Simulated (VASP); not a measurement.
# GaN (F-43m) in VASP: a series of runs, part 2 of 2

VASP 6.6.1. The steps go on from the part before.

### 3 Single point, PBE0

This run uses another cell than the first one, of 11.44 Å³/atom.

File POSCAR:

```
GaN
1.0
    0.0000000000      2.2535006075      2.2535006075
    2.2535006075      0.0000000000      2.2535006075
    2.2535006075      2.2535006075      0.0000000000
Ga N
1 1
Direct
    0.0000000000      0.0000000000      0.0000000000
    0.2500000000      0.2500000000      0.2500000000
```

File INCAR.step1:

```
ALGO = Normal ; EDIFF = 1E-5
ENCUT = 520 ; GGA = PE
ISIF = 2 ; ISMEAR = -1
LASPH = True ; LREAL = False
LWAVE = True ; NBANDS = 16
NELM = 60 ; PREC = Accurate
SIGMA = 0.05
```

File INCAR.step2:

```
AEXX = 0.25 ; ALGO = Normal
EDIFF = 1E-6 ; ENCUT = 520
GGA = PE ; ISIF = 2
ISMEAR = -1 ; ISTART = 1
LASPH = True ; LCHARG = True
LELF = True ; LHFCALC = True
LREAL = False ; LVHAR = True
LWAVE = False ; NBANDS = 16
NELM = 60 ; PREC = Accurate
PRECFOCK = Normal ; SIGMA = 0.05
```

File KPOINTS:

```
k-points
0
Gamma
  5 5 5
```

Potentials or basis: VASP PAW PBE potentials, release 64 (Ga_d, N).

Run with:

```sh
> cat potpaw_PBE.64/Ga_d/POTCAR potpaw_PBE.64/N/POTCAR > POTCAR
> cp INCAR.step1 INCAR
> mpirun -np 1 vasp_std > vasp.out
> cp INCAR.step2 INCAR
> mpirun -np 1 vasp_std > vasp.out
```

OUTCAR:

```text
AEXX = 0.25
   EDIFF = 1E-6
   ENCUT = 520
   GGA = PE
   ISIF = 2
   ISMEAR = -1
   ISTART = 1
   LASPH = True
   LHFCALC = True
   LREAL = False
   NELM = 60
   PREC = Accurate
   PRECFOCK = Normal

 ion  position               nearest neighbor table
   1  0.000  0.000  0.000-   2 1.95   2 1.95   2 1.95   2 1.95
   2  0.250  0.250  0.250-   1 1.95   1 1.95   1 1.95   1 1.95

  LATTYP: Found a face centered cubic cell.
 ALAT       =     4.5070012150

  Lattice vectors:

[... 367 lines left out ...]
------------------------ aborting loop because EDIFF is reached ----------------------------------------

  FORCE on cell =-STRESS in cart. coord.  units (eV):
  Direction    XX          YY          ZZ          XY          YZ          ZX
  --------------------------------------------------------------------------------------
  -------------------------------------------------------------------------------------
  Total       -0.2069984     -0.2069984     -0.2069984      0.0000000      0.0000000      0.0000000
  in kB      -14.4902054    -14.4902054    -14.4902054      0.0000000      0.0000000      0.0000000
  external PRESSURE =     -14.4902054 kB  Pullay stress =       0.0000000 kB

 VOLUME and BASIS-vectors are now :
 -----------------------------------------------------------------------------
  energy-cutoff  :      520.00
  volume of cell :       22.89
      direct lattice vectors                 reciprocal lattice vectors
     0.000000000  2.253500607  2.253500607    -0.221877020  0.221877020  0.221877020
     2.253500607  0.000000000  2.253500607     0.221877020 -0.221877020  0.221877020
     2.253500607  2.253500607  0.000000000     0.221877020  0.221877020 -0.221877020

 POSITION                                       TOTAL-FORCE (eV/Angst)
 -----------------------------------------------------------------------------------
      0.00000      0.00000      0.00000         0.000000      0.000000      0.000000
      1.12675      1.12675      1.12675        -0.000000     -0.000000     -0.000000
 -----------------------------------------------------------------------------------
    total drift:                               -0.000018     -0.000015     -0.000010

  FREE ENERGIE OF THE ION-ELECTRON SYSTEM (eV)
  ---------------------------------------------------
  free  energy   TOTEN  =       -15.6679405710 eV

  energy  without entropy=      -15.6679405709  energy(sigma->0) =      -15.66794057
```

OUTCAR.step1:

```text
EDIFF = 1E-5
   ENCUT = 520
   GGA = PE
   ISIF = 2
   ISMEAR = -1
[... 393 lines left out ...]
 -----------------------------------------------------------------------------------
      0.00000      0.00000      0.00000         0.000000      0.000000     -0.000000
      1.12675      1.12675      1.12675        -0.000000     -0.000000      0.000000
 -----------------------------------------------------------------------------------
    total drift:                                0.000002      0.000002      0.000001

  FREE ENERGIE OF THE ION-ELECTRON SYSTEM (eV)
  ---------------------------------------------------
  free  energy   TOTEN  =       -12.1272929931 eV

  energy  without entropy=      -12.1272929914  energy(sigma->0) =      -12.12729299
```

OSZICAR.step1:

```text
N       E                     dE             d eps       ncg     rms          rms(c)
DAV:   1     0.727878553973E+02    0.72788E+02   -0.93277E+03   368   0.199E+03
DAV:   2    -0.921705173161E+01   -0.82005E+02   -0.75503E+02   360   0.307E+02
DAV:   3    -0.140898160914E+02   -0.48728E+01   -0.48566E+01   376   0.653E+01
DAV:   4    -0.141394421755E+02   -0.49626E-01   -0.49623E-01   416   0.706E+00
DAV:   5    -0.141402388016E+02   -0.79663E-03   -0.79663E-03   368   0.781E-01    0.773E+00
DAV:   6    -0.121259276426E+02    0.20143E+01   -0.49624E+00   480   0.398E+01    0.268E+00
DAV:   7    -0.121347348312E+02   -0.88072E-02   -0.32177E-01   320   0.653E+00    0.177E+00
DAV:   8    -0.121310306291E+02    0.37042E-02   -0.56406E-02   360   0.326E+00    0.768E-01
DAV:   9    -0.121270364708E+02    0.39942E-02   -0.14323E-02   488   0.276E+00    0.193E-01
DAV:  10    -0.121273862241E+02   -0.34975E-03   -0.15730E-03   368   0.572E-01    0.905E-02
DAV:  11    -0.121272871385E+02    0.99086E-04   -0.30094E-04   472   0.264E-01    0.106E-02
DAV:  12    -0.121272929931E+02   -0.58547E-05   -0.31182E-05   328   0.548E-02
   1 F= -.12127293E+02 E0= -.12127293E+02  d E =-.174305E-08
```

Wall time 18 min (1 thread of AMD EPYC 7R13, shared host); peak memory 0.15 GiB.

What came out:

- Free energy: -15.6679 eV
- Pressure: -1.4 GPa
- Band gap on the k mesh: 3.73 eV

Caveat: the k points lie up to 0.48 Å⁻¹ apart; the PAW data sets were made with another functional, which shifts forces and pressure a little.

### 4 Relaxation of cell and atoms, PBE-based screened hybrid with 25 % exact exchange

This run uses another cell than the first one, of 11.44 Å³/atom.

POSCAR is that of step 3.

File INCAR.step1:

```
SYSTEM = GaN
PREC = Accurate
ENCUT = 600
EDIFF = 1E-5
ISMEAR = -1
SIGMA = 0.05
LREAL = .FALSE.
LASPH = .TRUE.
NELM = 80
ALGO = Normal
LWAVE = .TRUE.
LCHARG = .FALSE.
GGA = PE
NBANDS = 16
```

File INCAR.step2:

```
SYSTEM = GaN
PREC = Accurate
ENCUT = 600
EDIFF = 1E-7
ISMEAR = -1
SIGMA = 0.05
LREAL = .FALSE.
LASPH = .TRUE.
NELM = 80
ALGO = Normal
ISIF = 3
LWAVE = .FALSE.
LCHARG = .FALSE.
GGA = PE
LHFCALC = .TRUE.
AEXX = 0.25
HFSCREEN = 0.3
PRECFOCK = Normal
IBRION = 2
NSW = 60
EDIFFG = -0.01
ISTART = 1
```

File KPOINTS:

```
regular mesh
0
G
  5 5 5
  0 0 0
```

Run with:

```sh
> cat potpaw_PBE.64/Ga_d/POTCAR potpaw_PBE.64/N/POTCAR > POTCAR
> cp INCAR.step1 INCAR
> mpirun -np 1 vasp_std > vasp.out
> cp INCAR.step2 INCAR
> mpirun -np 1 vasp_std > vasp.out
```

Wall time 68 min (1 thread of AMD EPYC 7R13, shared host); peak memory 0.28 GiB.

It converged, with:

```
Free energy                           : -14.3685 eV
Relaxed volume                        : 11.39 Å³/atom
Relaxed cell                          : a = 3.182 Å, b = 3.182 Å, c = 3.182 Å, α = 60.00°, β = 60.00°, γ = 60.00°
Space group after relaxing (to 0.1 Å) : F-43m (No. 216)
Energy gained by relaxing             : 0.2 meV/atom
Ionic steps                           : 3
Pressure after relaxing               : 0.0 GPa
Band gap on the k mesh                : 2.81 eV
```

Step by step:
| step | energy change (eV) | largest force (eV/Å) | pressure (GPa) | volume (Å³) |
| --- | --- | --- | --- | --- |
| 1 | 0.0000 | 0.0000 | -0.94 | 22.89 |
| 2 | 0.0000 | 0.0000 | 0.99 | 22.67 |
| 3 | -0.0003 | 0.0000 | -0.01 | 22.77 |

Final structure:
```
CELL_PARAMETERS angstrom
0.00000 2.24969 2.24969
2.24969 0.00000 2.24969
2.24969 2.24969 0.00000
ATOMIC_POSITIONS crystal
Ga 0.00000 0.00000 0.00000
N 0.25000 0.25000 0.25000
```

Levels at points of the mesh, in eV from the valence-band top:
| k point | band 6 | band 7 | band 8 | band 9 | band 10 | band 11 | band 12 | band 13 |
| --- | --- | --- | --- | --- | --- | --- | --- | --- |
| (0.00, 0.00, 0.00) | -15.20 | 0.00 | 0.00 | 0.00 | 2.81 | 11.69 | 11.69 | 11.69 |

Caveat: the k points lie up to 0.48 Å⁻¹ apart in the final cell; the PAW data sets were made with another functional, which shifts forces and pressure a little.

### 5 Single point, PBEsol-based global hybrid with 25 % exact exchange

This run uses another cell than the first one, of 11.44 Å³/atom.

POSCAR is that of step 4.

File INCAR.step1:

```
  PREC = Accurate
  ENCUT = 520
  EDIFF = 1E-5
  ISMEAR = -1
  SIGMA = 0.05
  LREAL = F
  LASPH = T
  NELM = 100
  ALGO = Normal
  ISIF = 2
  LWAVE = T
  LCHARG = F
  GGA = PE
  NBANDS = 16
```

File INCAR.step2:

```
  PREC = Accurate
  ENCUT = 520
  EDIFF = 1E-6
  ISMEAR = -1
  SIGMA = 0.05
  LREAL = F
  LASPH = T
  NELM = 100
  ALGO = Normal
  ISIF = 2
  LWAVE = F
  LCHARG = F
  GGA = PS
  LHFCALC = T
  AEXX = 0.25
  PRECFOCK = Normal
  ISTART = 1
  NBANDS = 16
```

File KPOINTS:

```
regular mesh
0
Gamma
  5 5 5
```

Run with:

```sh
> cat potpaw_PBE.64/Ga_d/POTCAR potpaw_PBE.64/N/POTCAR > POTCAR
> cp INCAR.step1 INCAR
> mpirun -np 1 vasp_std > vasp.out
> cp INCAR.step2 INCAR
> mpirun -np 1 vasp_std > vasp.out
```

It took 16 min on 1 thread of Intel Xeon 8259CL, shared host; peak memory 0.15 GiB.

The run converged. Its results:

```
Free energy            : -16.3679 eV
Pressure               : -5.9 GPa
Band gap on the k mesh : 3.69 eV
```

Levels at points of the mesh, in eV from the valence-band top:
| k point | band 5 | band 6 | band 7 | band 8 | band 9 | band 10 | band 11 | band 12 | band 13 | band 14 |
| --- | --- | --- | --- | --- | --- | --- | --- | --- | --- | --- |
| (0.00, 0.00, 0.00) | -15.26 | -15.26 | 0.00 | 0.00 | 0.00 | 3.69 | 12.60 | 12.60 | 12.60 | 19.97 |

Caveat: the k points lie up to 0.48 Å⁻¹ apart; the PAW data sets were made with another functional, which shifts forces and pressure a little.

### 6 Single point, PBEsol-based global hybrid with 25 % exact exchange

This run uses another cell than the first one, of 11.67 Å³/atom.

File POSCAR:

```
GaN
1.0
    0.0000000000      2.2684248875      2.2684248875
    2.2684248875      0.0000000000      2.2684248875
    2.2684248875      2.2684248875      0.0000000000
Ga N
1 1
Direct
    0.0000000000      0.0000000000      0.0000000000
    0.2500000000      0.2500000000      0.2500000000
```

File INCAR.step1:

```
SYSTEM = GaN
PREC = Accurate ; ENCUT = 520
EDIFF = 1E-5 ; ISMEAR = -1
SIGMA = 0.05 ; LREAL = .False.
LASPH = .True. ; NELM = 60
ALGO = Normal ; ISIF = 2
LWAVE = .True. ; GGA = PE
NBANDS = 16
```

File INCAR.step2:

```
SYSTEM = GaN
PREC = Accurate ; ENCUT = 520
EDIFF = 1E-6 ; ISMEAR = -1
SIGMA = 0.05 ; LREAL = .False.
LASPH = .True. ; NELM = 60
ALGO = Normal ; ISIF = 2
LWAVE = .False. ; LCHARG = .True.
GGA = PS ; LHFCALC = .True.
AEXX = 0.25 ; PRECFOCK = Normal
LELF = .True. ; LVHAR = .True.
ISTART = 1 ; NBANDS = 16
```

File KPOINTS:

```
regular mesh
0
Gamma
  5 5 5
  0 0 0
```

Potentials or basis: VASP PAW PBE potentials, release 64 (Ga_d, N).

Run with:

```sh
> cat potpaw_PBE.64/Ga_d/POTCAR potpaw_PBE.64/N/POTCAR > POTCAR
> cp INCAR.step1 INCAR
> mpirun -np 1 vasp_std > vasp.out
> cp INCAR.step2 INCAR
> mpirun -np 1 vasp_std > vasp.out
```

Run time: 16 min. Hardware: 1 thread of Intel Xeon 8259CL, shared host; peak memory 0.15 GiB.

The run converged. Its results:

```yaml
Free_energy: -16.3459 eV
Pressure: -9.4 GPa
Band_gap_on_the_k_mesh: 3.54 eV
```

Levels at points of the mesh, in eV from the valence-band top:
```tsv
k point	band 6	band 7	band 8	band 9	band 10	band 11	band 12	band 13
(0.00, 0.00, 0.00)	-15.28	0.00	0.00	0.00	3.54	12.47	12.47	12.47
```

Caveat: the k points lie up to 0.48 Å⁻¹ apart; the PAW data sets were made with another functional, which shifts forces and pressure a little.

### 7 Overview

```tsv
task	level	cell	cutoff (eV)	screening parameter	gap on the mesh (eV)	pressure (GPa)
single point	PBE-based screened hybrid with 25 % exact exchange	a = 3.183 Å, angles 60.0°, 2 atoms	520	0.3 1/Å	2.80	-0.1
single point	PBE0	a = 3.187 Å, angles 60.0°, 2 atoms	520	-	3.73	-1.4
relaxation of cell and atoms	PBE-based screened hybrid with 25 % exact exchange	relaxed from a = 3.187 Å, angles 60.0°, 2 atoms	600	0.3 1/Å	2.81	0.0
single point	PBEsol-based global hybrid with 25 % exact exchange	a = 3.187 Å, angles 60.0°, 2 atoms	520	-	3.69	-5.9
single point	PBEsol-based global hybrid with 25 % exact exchange	a = 3.208 Å, angles 60.0°, 2 atoms	520	-	3.54	-9.4
```

Alike in all rows: potentials or basis VASP PAW PBE potentials, release 64 (Ga_d, N); no spin polarisation; k mesh 5 × 5 × 5; smearing fermi-dirac 0.05 eV.

Caveats: all runs use coarse meshes; the PAW data sets were made with another functional, which shifts forces and pressure a little.

Total energies depend on the potentials used, so only differences within one code and one set of settings carry meaning.
